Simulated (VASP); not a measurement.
# BeTe (I-4m2) in VASP: single point with HSE06

Aim: the single point of BeTe with HSE06.

Everything below comes from runs of VASP 6.6.1. Logs are shortened: lines on timing, memory, paths and dates and some standing lists are left out, and cuts for length are marked.

### Step 1. The cell of the first run

The structure is tetragonal, space group I-4m2 (No. 119). The conventional cell has a = 4.149 Å, b = 4.149 Å, c = 5.492 Å, α = 90.00°, β = 90.00°, γ = 90.00°. Within 3.3 Å of Be (site symmetry -4m2) lie 4 Te at 2.49 Å. Within 3.3 Å of Te (site symmetry -4m2) lie 4 Be at 2.49 Å.

### Step 2. Single point, HSE06 (epitaxial xy strain +3.7%)

POSCAR

```
BeTe
1.0
    0.0000000000      2.9335647847      2.7459589883
    2.9335647847      0.0000000000      2.7459589883
    2.9335647847      2.9335647847      0.0000000000
Be Te
1 1
Direct
    0.0000000000      0.0000000000      0.0000000000
    0.2500000000      0.2500000000      0.2500000000
```

INCAR.step1

```
  PREC = Accurate
  ENCUT = 520
  EDIFF = 1E-5
  ISMEAR = 0
  SIGMA = 0.01
  LREAL = F
  LASPH = T
  NELM = 60
  ALGO = Normal
  ISIF = 2
  LWAVE = T
  LCHARG = F
  NBANDS = 11
  GGA = PE
```

INCAR.step2

```
  PREC = Accurate
  ENCUT = 520
  EDIFF = 1E-6
  ISMEAR = 0
  SIGMA = 0.01
  LREAL = F
  LASPH = T
  NELM = 60
  ALGO = Normal
  ISIF = 2
  LWAVE = F
  LCHARG = F
  GGA = PE
  LHFCALC = T
  HFSCREEN = 0.2079
  PRECFOCK = Normal
  NBANDS = 11
  ISTART = 1
```

KPOINTS

```
Automatic mesh
0
Gamma
  6 6 6
```

Potentials or basis: VASP PAW PBE potentials, release 64 (Be, Te).

Started as:

```
$ cat potpaw_PBE.64/Be/POTCAR potpaw_PBE.64/Te/POTCAR > POTCAR
$ cp INCAR.step1 INCAR
$ mpirun -np 1 vasp_std > vasp.out
$ cp INCAR.step2 INCAR
$ mpirun -np 1 vasp_std > vasp.out
```

OUTCAR:

```text
PREC = Accurate
   ENCUT = 520
   EDIFF = 1E-6
   ISMEAR = 0
   LREAL = F
   LASPH = T
   NELM = 60
   ISIF = 2
   GGA = PE
   LHFCALC = T
   HFSCREEN = 0.2079
   PRECFOCK = Normal
   ISTART = 1

 ion  position               nearest neighbor table
   1  0.000  0.000  0.000-   2 2.49   2 2.49   2 2.49   2 2.49
   2  0.250  0.250  0.250-   1 2.49   1 2.49   1 2.49   1 2.49

  LATTYP: Found a body centered tetragonal cell.
 ALAT       =     4.1486871046
 C/A-ratio  =     1.3237725184

  Lattice vectors:

 A1 = (   0.0000000000,  -2.9335647847,  -2.7459589883)
 A2 = (   0.0000000000,   2.9335647847,  -2.7459589883)
 A3 = (   2.9335647847,   0.0000000000,   2.7459589883)

Analysis of symmetry for initial positions (statically):
=====================================================================
 Subroutine PRICEL returns:
 Original cell was already a primitive cell.

 Routine SETGRP: Setting up the symmetry group for a
 body centered tetragonal supercell.

 Subroutine GETGRP returns: Found  8 space group operations
 (whereof  8 operations were pure point group operations)
 out of a pool of 16 trial point group operations.

The static configuration has the point symmetry D_2d.

Analysis of symmetry for dynamics (positions and initial velocities):
=====================================================================
 Subroutine PRICEL returns:
 Original cell was already a primitive cell.

 Routine SETGRP: Setting up the symmetry group for a
 body centered tetragonal supercell.

 Subroutine GETGRP returns: Found  8 space group operations
 (whereof  8 operations were pure point group operations)
 out of a pool of 16 trial point group operations.

The dynamic configuration has the point symmetry D_2d.

 Subroutine INISYM returns: Found  8 space group operations
 (whereof  8 operations are pure point group operations),
 and found     1 'primitive' translations

----------------------------------------------------------------------------------------

                                     Primitive cell

  volume of cell :      47.2624

  direct lattice vectors                    reciprocal lattice vectors
     0.000000000  2.933564785  2.745958988    -0.170441097  0.170441097  0.182085749
     2.933564785  0.000000000  2.745958988     0.170441097 -0.170441097  0.182085749
     2.933564785  2.933564785  0.000000000     0.170441097  0.170441097 -0.182085749

  length of vectors
     4.018220142  4.018220142  4.148687105     0.302085344  0.302085344  0.302085344

  position of ions in fractional coordinates (direct lattice)
     0.000000000  0.000000000  0.000000000
     0.250000000  0.250000000  0.250000000

  ion indices of the primitive-cell ions
   primitive index   ion index
                 1           1
                 2           2

----------------------------------------------------------------------------------------

 KPOINTS: Automatic mesh

Automatic generation of k-mesh.
 Grid dimensions read from file:
 generate k-points for:    6    6    6

 Generating k-lattice:

  Cartesian coordinates                     Fractional coordinates (reciprocal lattice)
    -0.028406849  0.028406849  0.030347625     0.166666667 -0.000000000  0.000000000
     0.028406849 -0.028406849  0.030347625    -0.000000000  0.166666667  0.000000000
     0.028406849  0.028406849 -0.030347625     0.000000000  0.000000000  0.166666667

  Length of vectors
     0.050347557  0.050347557  0.050347557

  Shift w.r.t. Gamma in fractional coordinates (k-lattice)
     0.000000000  0.000000000  0.000000000

 Subroutine IBZKPT returns following result:
 ===========================================

 Found     30 irreducible k-points:

 Following reciprocal coordinates:
            Coordinates               Weight
  0.000000  0.000000  0.000000      1.000000
  0.166667  0.000000  0.000000      8.000000
  0.333333  0.000000  0.000000      8.000000
  0.500000  0.000000  0.000000      4.000000
  0.166667  0.166667  0.000000      2.000000
  0.333333  0.166667  0.000000      8.000000
[... 16 lines left out ...]
  0.333333  0.000000  0.333333      4.000000
  0.500000 -0.000000  0.333333     16.000000
 [... further k-points ...]
   k-points           NKPTS =     30   k-points in BZ     NKDIM =    216   number of bands    NBANDS=     11
   number of dos      NEDOS =    301   number of ions     NIONS =      2
   total plane-waves  NPLWV =  28800
   dimension x,y,z NGX =    30 NGY =   30 NGZ =   32
   dimension x,y,z NGXF=    60 NGYF=   60 NGZF=   64
   ions per type =               1   1
   NGX,Y,Z   is equivalent  to a cutoff of  12.41, 12.41, 12.82 a.u.
   NGXF,Y,Z  is equivalent  to a cutoff of  24.82, 24.82, 25.65 a.u.
 SYSTEM =  unknown system
   PREC   = accura    normal or accurate (medium, high low for compatibility)
   ISTART =      1    job   : 0-new  1-cont  2-samecut
   ICHARG =      0    charge: 1-file 2-atom 10-const
   ISPIN  =      1    spin polarized calculation?
   LNONCOLLINEAR =      F non collinear calculations
   LSORBIT =      F    spin-orbit coupling
   LASPH  =      T    aspherical Exc in radial PAW
   ENCUT  =  520.0 eV  38.22 Ry    6.18 a.u.   7.47  7.47  7.71*2*pi/ulx,y,z
   NELM   =     60;   NELMIN=  2; NELMDL=  0     # of ELM steps
   EDIFF  = 0.1E-05   stopping-criterion for ELM
   LREAL  =      F    real-space projection
   EDIFFG = 0.1E-04   stopping-criterion for IOM
   NSW    =      0    number of steps for IOM
   IBRION =     -1    ionic relax: 0-MD 1-quasi-New 2-CG
   NFREE  =      0    steps in history (QN), initial steepest desc. (CG)
   ISIF   =      2    stress and relaxation
   ISYM   =      3    0-nonsym 1-usesym 2-fastsym
   POTIM  = 0.5000    time-step for ionic-motion
   TEBEG  =    0.0;   TEEND  =   0.0 temperature during run
   PSTRESS=    0.0 pullay stress
   NELECT =       8.0000    total number of electrons
   NUPDOWN=      -1.0000    fix difference up-down
   EMIN   =  10.00;   EMAX   =-10.00  energy-range for DOS
   EFERMI =   0.00;   METHOD = LEGACY
   ISMEAR =     0;   SIGMA  =   0.01  broadening in eV -4-tet -1-fermi 0-gaus
   EFERMI_NEDOS =   21; number of points for ismear=-14 and -15
   IALGO  =     38    algorithm
   IMIX   =      1    mixing-type and parameters
     AMIX     =   0.40;   BMIX     =  1.00
     AMIX_MAG =   1.60;   BMIX_MAG =  1.00
  volume/ion in A,a.u.               =      23.63       159.47
  Fermi-wavevector in a.u.,A,eV,Ry     =   0.905593  1.711322 11.158118  0.820099
  Thomas-Fermi vector in A             =   2.029179
   LORBIT       =      0    0 simple, 1 ext, 2 COOP (PROOUT), +10 PAW based schemes
   GGA     = PE    functional components
   LHFCALC =     T    Hartree Fock is set to
   PRECFOCK=normal    Normal, Fast or Accurate (Low or Medium for compatibility)
   ENCUT4O =  -1.0   cutoff for four orbital integrals eV
   NKREDX  =     1    reduce k-point grid by
   NKREDY  =     1    reduce k-point grid by
   NKREDZ  =     1    reduce k-point grid by
   AEXX    =    0.2500 exact exchange contribution
   HFSCREEN=    0.2079 screening length (either q_TF or 0.3 A-1)
   HFSCREENC=   0.2079 screening length for correlation (either q_TF or 0.3 A-1)
   ENCUTFOCK=  -1.0 apply spherical cutoff to Coloumb kernel
   IVDW    =     0    specifies the selected vdW correction
   LEPSILON=     F    determine dielectric tensor
   LRPA    =     F    only Hartree local field effects (RPA)
 non-spin polarized calculation
 Gauss-broadening in eV      SIGMA  =   0.01
  energy-cutoff  :      520.00
  volume of cell :       47.26
 maximum number of plane-waves:      1299
 NGX is ok and might be reduce to    30
  NGX = 24; NGY = 24; NGZ = 24

 number of electron       8.0000000 magnetization

 Free energy of the ion-electron system (eV)
  ---------------------------------------------------
  ext. energy  EPLUGINS =         0.00000000
  ---------------------------------------------------
  free energy    TOTEN  =        -8.69955576 eV

  energy without entropy =       -8.69955576  energy(sigma->0) =       -8.69955576

 E-fermi :   4.3396     XC(G=0):  -7.3920

 val. band max:        4.2095703209   @ k =   0.0000   0.0000   0.0000
 cond. band min:       6.5214787698   @ k =   0.5000   0.5000   0.0000
 fundamental gap:      2.3119084489
 Fermi energy:         4.3396372065

 k-point     1 :       0.0000    0.0000    0.0000
  band No.  band energies     occupation
      1      -9.0535      2.00000
      2       3.8952      2.00000
      3       3.8952      2.00000
      4       4.2096      2.00000
      5       8.1501      0.00000
      6       8.4601      0.00000
      7       8.5864      0.00000
      8       8.5864      0.00000
      9      13.2714      0.00000
     10      14.5310      0.00000
     11      15.6222      0.00000

 k-point     2 :       0.1667    0.0000    0.0000
  band No.  band energies     occupation
      1      -8.7870      2.00000
      2       1.9802      2.00000
      3       3.4843      2.00000
      4       3.8017      2.00000
      5       8.1024      0.00000
      6       9.0511      0.00000
      7       9.0822      0.00000
      8      10.3944      0.00000
      9      13.6913      0.00000
     10      13.8285      0.00000
     11      14.3882      0.00000

 k-point     3 :       0.3333    0.0000    0.0000
  band No.  band energies     occupation
      1      -8.1254      2.00000
      2      -0.5820      2.00000
      3       2.8661      2.00000
      4       3.3334      2.00000
      5       7.7239      0.00000
      6       9.3740      0.00000
      7       9.7317      0.00000
      8      12.7488      0.00000
      9      13.9349      0.00000
     10      14.6364      0.00000
     11      14.8232      0.00000

 k-point     4 :       0.5000    0.0000    0.0000
  band No.  band energies     occupation
      1      -7.6832      2.00000
      2      -1.7119      2.00000
      3       2.6157      2.00000
      4       3.1457      2.00000
      5       7.5684      0.00000
      6       9.2863      0.00000
      7       9.8323      0.00000
      8      12.8875      0.00000
      9      15.5780      0.00000
     10      16.5199      0.00000
     11      16.8157      0.00000

 k-point     5 :       0.1667    0.1667    0.0000
  band No.  band energies     occupation
      1      -8.6659      2.00000
      2       2.4048      2.00000
      3       2.8609      2.00000
      4       2.8609      2.00000
      5       7.7191      0.00000
      6       9.6098      0.00000
      7      10.0692      0.00000
      8      10.0692      0.00000
      9      13.2547      0.00000
     10      14.8861      0.00000
     11      15.0295      0.00000
[... 211 lines left out ...]
 k-point    21 :      -0.1667    0.3333    0.1667
  band No.  band energies     occupation
      1      -7.6621      2.00000
      2      -0.5226      2.00000
      3       1.1265      2.00000
      4       1.9473      2.00000
      5       8.8948      0.00000
      6       9.5702      0.00000
      7       9.8604      0.00000
      8      12.9363      0.00000
      9      14.6774      0.00000
     10      15.0778      0.00000
     11      17.3246      0.00000

 k-point    22 :      -0.3333    0.5000    0.1667
  band No.  band energies     occupation
      1      -7.0673      2.00000
      2      -0.8076      2.00000
      3       0.4341      2.00000
      4       0.8452      2.00000
      5       8.0854      0.00000
      6       8.6454      0.00000
      7      12.2467      0.00000
      8      12.5259      0.00000
      9      16.0806      0.00000
     10      16.8295      0.00000
     11      17.9150      0.00000

 k-point    23 :       0.3333    0.0000    0.3333
  band No.  band energies     occupation
      1      -7.8566      2.00000
      2      -0.2865      2.00000
      3       1.8898      2.00000
      4       2.0233      2.00000
      5       7.2198      0.00000
      6       8.3938      0.00000
      7      12.1739      0.00000
      8      13.2208      0.00000
      9      14.4052      0.00000
     10      16.6683      0.00000
     11      17.1515      0.00000

 k-point    24 :       0.5000   -0.0000    0.3333
  band No.  band energies     occupation
      1      -7.3946      2.00000
      2      -1.0589      2.00000
      3       0.8814      2.00000
      4       1.8151      2.00000
      5       7.5138      0.00000
      6       9.0840      0.00000
      7      12.3641      0.00000
      8      13.4289      0.00000
      9      15.4360      0.00000
     10      16.9224      0.00000
     11      17.4127      0.00000

 [... further k-points ...]

------------------------ aborting loop because EDIFF is reached ----------------------------------------

  FORCE on cell =-STRESS in cart. coord.  units (eV):
  Direction    XX          YY          ZZ          XY          YZ          ZX
  --------------------------------------------------------------------------------------
  -------------------------------------------------------------------------------------
  Total       -1.3213485     -1.3213485     -0.2339613      0.0000000      0.0000000      0.0000000
  in kB      -44.7932479    -44.7932479     -7.9312062      0.0000000      0.0000000      0.0000000
  external PRESSURE =     -32.5059007 kB  Pullay stress =       0.0000000 kB

 VOLUME and BASIS-vectors are now :
 -----------------------------------------------------------------------------
  energy-cutoff  :      520.00
  volume of cell :       47.26
      direct lattice vectors                 reciprocal lattice vectors
     0.000000000  2.933564785  2.745958988    -0.170441097  0.170441097  0.182085749
     2.933564785  0.000000000  2.745958988     0.170441097 -0.170441097  0.182085749
     2.933564785  2.933564785  0.000000000     0.170441097  0.170441097 -0.182085749

 POSITION                                       TOTAL-FORCE (eV/Angst)
 -----------------------------------------------------------------------------------
      0.00000      0.00000      0.00000         0.000000      0.000000      0.000000
      1.46678      1.46678      1.37298        -0.000000     -0.000000     -0.000000
 -----------------------------------------------------------------------------------
    total drift:                               -0.000001     -0.000001     -0.000001

  FREE ENERGIE OF THE ION-ELECTRON SYSTEM (eV)
  ---------------------------------------------------
  free  energy   TOTEN  =        -8.6995557599 eV

  energy  without entropy=       -8.6995557599  energy(sigma->0) =       -8.69955576
```

Wall time 26 min (1 thread of AMD EPYC 7R13 (Zen 3), shared host); peak memory 0.28 GiB.

Results:

```
Free energy            : -8.6996 eV
Pressure               : -3.3 GPa
Band gap on the k mesh : 2.31 eV (least direct gap 3.94 eV)
```

Caveat: the cell differs from its parent crystal (epitaxial xy strain +3.7%); the cell stands under tension; the PAW data sets were made with another functional, which shifts forces and pressure a little; spin-orbit coupling is left out, which moves the levels of the heavy elements.
